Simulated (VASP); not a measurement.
# Ta2C (P-3m1) in VASP: notebook

Aim: see how the results for Ta2C move with the level of theory and the settings. Levels: PBEsol, BLYP+D3(BJ), LDA. Tasks: single point, relaxation of cell and atoms.

Everything below comes from runs of VASP 6.6.1. Logs are shortened: lines on timing, memory, paths and dates and some standing lists are left out, and cuts for length are marked.

## Step 1: The cell of the first run

Symmetry: P-3m1, No. 164, trigonal system. Conventional cell: a = 3.086 Å, b = 3.086 Å, c = 4.934 Å, α = 90.00°, β = 90.00°, γ = 120.00°. Ta (site symmetry 3m) has 3 C at 2.18 Å within 2.9 Å. C (site symmetry -3m) has 6 Ta at 2.18 Å within 2.9 Å.

## Step 2: Single point, PBEsol

Contents of INCAR:

```
SYSTEM = Ta2C
  PREC = Accurate
  ENCUT = 520
  EDIFF = 1E-6
  ISMEAR = -1
  SIGMA = 0.01
  LREAL = .False.
  LASPH = .True.
  NELM = 100
  ALGO = Normal
  ISIF = 2
  LWAVE = .False.
  LCHARG = .False.
  GGA = PS
  NBANDS = 20
```

Contents of KPOINTS:

```
Automatic mesh
0
Gamma
  4 4 2
  0 0 0
```

Contents of POSCAR:

```
Ta2C
1.0
    3.0859925494      0.0000000000      0.0000000000
   -1.5429962747      2.6725479437      0.0000000000
    0.0000000000      0.0000000000      4.9339519902
Ta C
2 1
Direct
    0.3333333333      0.6666666667      0.2536502082
    0.6666666667      0.3333333333      0.7463497918
    0.0000000000      0.0000000000      0.0000000000
```

Potentials or basis: VASP PAW PBE potentials, release 64 (Ta_pv, C).

On the command line:

```sh
$ cat potpaw_PBE.64/Ta_pv/POTCAR potpaw_PBE.64/C/POTCAR > POTCAR
$ mpirun -np 1 vasp_std > vasp.out
```

OUTCAR:

```text
SYSTEM = Ta2C
   PREC = Accurate
   ENCUT = 520
   EDIFF = 1E-6
   ISMEAR = -1
   LREAL = .False.
   LASPH = .True.
   NELM = 100
   ISIF = 2
   GGA = PS

 ion  position               nearest neighbor table
   1  0.333  0.667  0.254-   3 2.18   3 2.18   3 2.18   2 3.01   2 3.01   2 3.01   2 3.07   2 3.07
                             2 3.07
   2  0.667  0.333  0.746-   3 2.18   3 2.18   3 2.18   1 3.01   1 3.01   1 3.01   1 3.07   1 3.07
                             1 3.07
   3  0.000  0.000  0.000-   1 2.18   2 2.18   2 2.18   1 2.18   2 2.18   1 2.18

  LATTYP: Found a hexagonal cell.
 ALAT       =     3.0859925494
 C/A-ratio  =     1.5988217441

  Lattice vectors:

 A1 = (   3.0859925494,   0.0000000000,   0.0000000000)
 A2 = (  -1.5429962747,   2.6725479437,   0.0000000000)
 A3 = (   0.0000000000,   0.0000000000,   4.9339519902)

Analysis of symmetry for initial positions (statically):
=====================================================================
 Subroutine PRICEL returns:
 Original cell was already a primitive cell.

 Routine SETGRP: Setting up the symmetry group for a
 hexagonal supercell.

 Subroutine GETGRP returns: Found 12 space group operations
 (whereof 12 operations were pure point group operations)
 out of a pool of 24 trial point group operations.

The static configuration has the point symmetry D_3d.

Analysis of symmetry for dynamics (positions and initial velocities):
=====================================================================
 Subroutine PRICEL returns:
 Original cell was already a primitive cell.

 Routine SETGRP: Setting up the symmetry group for a
 hexagonal supercell.

 Subroutine GETGRP returns: Found 12 space group operations
 (whereof 12 operations were pure point group operations)
 out of a pool of 24 trial point group operations.

The dynamic configuration has the point symmetry D_3d.

 Subroutine INISYM returns: Found 12 space group operations
 (whereof 12 operations are pure point group operations),
 and found     1 'primitive' translations

----------------------------------------------------------------------------------------

                                     Primitive cell

  volume of cell :      40.6926

  direct lattice vectors                    reciprocal lattice vectors
     3.085992549  0.000000000  0.000000000     0.324044852  0.187087383  0.000000000
    -1.542996275  2.672547944  0.000000000     0.000000000  0.374174765  0.000000000
     0.000000000  0.000000000  4.933951990     0.000000000  0.000000000  0.202677286

  length of vectors
     3.085992549  3.085992549  4.933951990     0.374174765  0.374174765  0.202677286

  position of ions in fractional coordinates (direct lattice)
     0.333333333  0.666666667  0.253650208
     0.666666667  0.333333333  0.746349792
     0.000000000  0.000000000  0.000000000

  ion indices of the primitive-cell ions
   primitive index   ion index
                 1           1
                 2           2
                 3           3

----------------------------------------------------------------------------------------

 KPOINTS: Automatic mesh

Automatic generation of k-mesh.
 Grid dimensions read from file:
 generate k-points for:    4    4    2

 Generating k-lattice:

  Cartesian coordinates                     Fractional coordinates (reciprocal lattice)
     0.081011213  0.046771846  0.000000000     0.250000000  0.000000000  0.000000000
     0.000000000  0.093543691  0.000000000     0.000000000  0.250000000  0.000000000
     0.000000000  0.000000000  0.101338643     0.000000000  0.000000000  0.500000000

  Length of vectors
     0.093543691  0.093543691  0.101338643

  Shift w.r.t. Gamma in fractional coordinates (k-lattice)
     0.000000000  0.000000000  0.000000000

 Subroutine IBZKPT returns following result:
 ===========================================

 Found      8 irreducible k-points:

 Following reciprocal coordinates:
            Coordinates               Weight
  0.000000  0.000000  0.000000      1.000000
  0.250000 -0.000000  0.000000      6.000000
  0.500000 -0.000000  0.000000      3.000000
  0.250000  0.250000  0.000000      6.000000
  0.000000  0.000000  0.500000      1.000000
  0.250000 -0.000000  0.500000      6.000000
  0.500000 -0.000000  0.500000      3.000000
  0.250000  0.250000  0.500000      6.000000
   k-points           NKPTS =      8   k-points in BZ     NKDIM =      8   number of bands    NBANDS=     20
   number of dos      NEDOS =    301   number of ions     NIONS =      3
   total plane-waves  NPLWV =  23040
   dimension x,y,z NGX =    24 NGY =   24 NGZ =   40
   dimension x,y,z NGXF=    48 NGYF=   48 NGZF=   80
   ions per type =               2   1
   NGX,Y,Z   is equivalent  to a cutoff of  12.93, 12.93, 13.48 a.u.
   NGXF,Y,Z  is equivalent  to a cutoff of  25.86, 25.86, 26.96 a.u.
 SYSTEM =  Ta2C
   PREC   = accura    normal or accurate (medium, high low for compatibility)
   ISTART =      0    job   : 0-new  1-cont  2-samecut
   ICHARG =      2    charge: 1-file 2-atom 10-const
   ISPIN  =      1    spin polarized calculation?
   LNONCOLLINEAR =      F non collinear calculations
   LSORBIT =      F    spin-orbit coupling
   LASPH  =      T    aspherical Exc in radial PAW
   ENCUT  =  520.0 eV  38.22 Ry    6.18 a.u.   5.74  5.74  9.17*2*pi/ulx,y,z
   NELM   =    100;   NELMIN=  2; NELMDL= -5     # of ELM steps
   EDIFF  = 0.1E-05   stopping-criterion for ELM
   LREAL  =      F    real-space projection
   EDIFFG = 0.1E-04   stopping-criterion for IOM
   NSW    =      0    number of steps for IOM
   IBRION =     -1    ionic relax: 0-MD 1-quasi-New 2-CG
   NFREE  =      0    steps in history (QN), initial steepest desc. (CG)
   ISIF   =      2    stress and relaxation
   ISYM   =      2    0-nonsym 1-usesym 2-fastsym
   POTIM  = 0.5000    time-step for ionic-motion
   TEBEG  =    0.0;   TEEND  =   0.0 temperature during run
   PSTRESS=    0.0 pullay stress
   NELECT =      26.0000    total number of electrons
   NUPDOWN=      -1.0000    fix difference up-down
   EMIN   =  10.00;   EMAX   =-10.00  energy-range for DOS
   EFERMI =   0.00;   METHOD = LEGACY
   ISMEAR =    -1;   SIGMA  =   0.01  broadening in eV -4-tet -1-fermi 0-gaus
   EFERMI_NEDOS =   21; number of points for ismear=-14 and -15
   IALGO  =     38    algorithm
   IMIX   =      4    mixing-type and parameters
     AMIX     =   0.40;   BMIX     =  1.00
     AMIX_MAG =   1.60;   BMIX_MAG =  1.00
  volume/ion in A,a.u.               =      13.56        91.54
  Fermi-wavevector in a.u.,A,eV,Ry     =   1.410027  2.664565 27.050789  1.988177
  Thomas-Fermi vector in A             =   2.532023
   LORBIT       =      0    0 simple, 1 ext, 2 COOP (PROOUT), +10 PAW based schemes
   GGA     = PS    functional components
   LHFCALC =     F    Hartree Fock is set to
   AEXX    =    0.0000 exact exchange contribution
   IVDW    =     0    specifies the selected vdW correction
   LEPSILON=     F    determine dielectric tensor
   LRPA    =     F    only Hartree local field effects (RPA)
 non-spin polarized calculation
  energy-cutoff  :      520.00
  volume of cell :       40.69
 maximum number of plane-waves:      1124
 NGX is ok and might be reduce to    24
   NGX = 11   NGY = 11   NGZ = 19

 number of electron      26.0000003 magnetization

 Free energy of the ion-electron system (eV)
  ---------------------------------------------------
  ext. energy  EPLUGINS =         0.00000000
  ---------------------------------------------------
  free energy    TOTEN  =       -36.84208271 eV

  energy without entropy =      -36.84208271  energy(sigma->0) =      -36.84208271

 E-fermi :   6.7499     XC(G=0): -12.9638

 val. band max:        6.4661583893   @ k =   0.0000   0.0000   0.0000
 cond. band min:       7.0239129220   @ k =   0.0000   0.0000   0.0000
 fundamental gap:      0.5577545326
 Fermi energy:         6.7498620700

 k-point     1 :       0.0000    0.0000    0.0000
  band No.  band energies     occupation
      1     -28.2489      2.00000
      2     -27.5436      2.00000
      3     -27.5436      2.00000
      4     -27.4287      2.00000
      5     -27.4287      2.00000
      6     -27.3335      2.00000
[... 12 lines left out ...]
     19       9.3956      0.00000
     20      14.1221      0.00000

 k-point     2 :       0.2500   -0.0000    0.0000
  band No.  band energies     occupation
      1     -28.0879      2.00000
      2     -27.8707      2.00000
      3     -27.7398      2.00000
      4     -27.6497      2.00000
      5     -27.4690      2.00000
      6     -27.4019      2.00000
[... 12 lines left out ...]
     19      12.7565      0.00000
     20      13.6604      0.00000

 k-point     3 :       0.5000   -0.0000    0.0000
  band No.  band energies     occupation
      1     -28.1943      2.00000
      2     -28.0263      2.00000
      3     -27.8441      2.00000
      4     -27.7450      2.00000
      5     -27.5472      2.00000
      6     -27.5180      2.00000
[... 12 lines left out ...]
     19      11.9987      0.00000
     20      12.4281      0.00000

 k-point     4 :       0.2500    0.2500    0.0000
  band No.  band energies     occupation
      1     -28.0727      2.00000
      2     -27.9740      2.00000
      3     -27.8468      2.00000
      4     -27.7838      2.00000
      5     -27.6689      2.00000
      6     -27.5435      2.00000
[... 12 lines left out ...]
     19      12.4303      0.00000
     20      13.7016      0.00000

 k-point     5 :       0.0000    0.0000    0.5000
  band No.  band energies     occupation
      1     -27.8357      2.00000
      2     -27.7810      2.00000
      3     -27.4941      2.00000
      4     -27.4941      2.00000
      5     -27.4786      2.00000
      6     -27.4786      2.00000
[... 12 lines left out ...]
     19      10.8662      0.00000
     20      11.9552      0.00000

 k-point     6 :       0.2500   -0.0000    0.5000
  band No.  band energies     occupation
      1     -27.9989      2.00000
      2     -27.9314      2.00000
      3     -27.5991      2.00000
      4     -27.5797      2.00000
      5     -27.5667      2.00000
      6     -27.5535      2.00000
[... 12 lines left out ...]
     19      12.2050      0.00000
     20      14.0472      0.00000

 k-point     7 :       0.5000   -0.0000    0.5000
  band No.  band energies     occupation
      1     -28.2383      2.00000
      2     -28.2119      2.00000
      3     -27.6388      2.00000
      4     -27.6268      2.00000
      5     -27.5832      2.00000
      6     -27.5644      2.00000
[... 12 lines left out ...]
     19      11.7298      0.00000
     20      14.4607      0.00000

 k-point     8 :       0.2500    0.2500    0.5000
  band No.  band energies     occupation
      1     -28.1303      2.00000
      2     -28.0975      2.00000
      3     -27.8118      2.00000
      4     -27.8044      2.00000
      5     -27.5186      2.00000
      6     -27.5158      2.00000
[... 12 lines left out ...]
     19      12.9098      0.00000
     20      13.8285      0.00000

------------------------ aborting loop because EDIFF is reached ----------------------------------------

  FORCE on cell =-STRESS in cart. coord.  units (eV):
  Direction    XX          YY          ZZ          XY          YZ          ZX
  --------------------------------------------------------------------------------------
  -------------------------------------------------------------------------------------
  Total        0.1278708      0.1278708      0.1163008      0.0000000      0.0000000     -0.0000000
  in kB        5.0346203      5.0346203      4.5790784      0.0000000      0.0000000     -0.0000000
  external PRESSURE =       4.8827730 kB  Pullay stress =       0.0000000 kB

 VOLUME and BASIS-vectors are now :
 -----------------------------------------------------------------------------
  energy-cutoff  :      520.00
  volume of cell :       40.69
      direct lattice vectors                 reciprocal lattice vectors
     3.085992549  0.000000000  0.000000000     0.324044852  0.187087383  0.000000000
    -1.542996275  2.672547944  0.000000000     0.000000000  0.374174765  0.000000000
     0.000000000  0.000000000  4.933951990     0.000000000  0.000000000  0.202677286

 POSITION                                       TOTAL-FORCE (eV/Angst)
 -----------------------------------------------------------------------------------
     -0.00000      1.78170      1.25150        -0.000000      0.000000      0.047319
      1.54300      0.89085      3.68245         0.000000     -0.000000     -0.047319
      0.00000      0.00000      0.00000        -0.000000      0.000000      0.000000
 -----------------------------------------------------------------------------------
    total drift:                                0.000000     -0.000000      0.000000

  FREE ENERGIE OF THE ION-ELECTRON SYSTEM (eV)
  ---------------------------------------------------
  free  energy   TOTEN  =       -36.8420827070 eV

  energy  without entropy=      -36.8420827070  energy(sigma->0) =      -36.84208271
```

It took 4.8 s on 1 thread of Intel Xeon Platinum 8488C (Sapphire Rapids), shared host; peak memory 0.15 GiB.

What came out:

```
Free energy            : -36.8421 eV
Pressure               : 0.5 GPa
Largest force          : 0.047 eV/Å
Band gap on the k mesh : zero (band 13 reaches 7.02 eV, above the bottom of band 14 at 6.25 eV)
```

Forces in eV/Å, atoms in the order of the input:
```
Ta   0.000  0.000  0.047
Ta   0.000  0.000 -0.047
C    0.000  0.000  0.000
```

Levels at points of the mesh, in eV from the Fermi level:
```csv
k point,band 9,band 10,band 11,band 12,band 13,band 14,band 15,band 16,band 17,band 18
"(0.00, 0.00, 0.00)",-3.81,-3.81,-3.24,-0.28,0.27,0.27,0.95,0.95,2.15,2.15
"(0.50, 0.00, 0.00)",-4.64,-4.23,-4.02,-2.01,-0.44,3.04,3.32,4.50,4.98,5.04
"(0.00, 0.00, 0.50)",-4.06,-4.06,-2.14,-1.76,-0.50,-0.50,2.78,2.78,3.28,3.28
"(0.50, 0.00, 0.50)",-4.92,-3.79,-2.80,-1.36,-1.18,1.24,1.34,4.20,4.70,4.87
```

Caveat: the k points lie up to 0.64 Å⁻¹ apart; the PAW data sets were made with another functional, which shifts forces and pressure a little; spin-orbit coupling is left out, which moves the levels of the heavy elements.

[end of part 1 of 4]
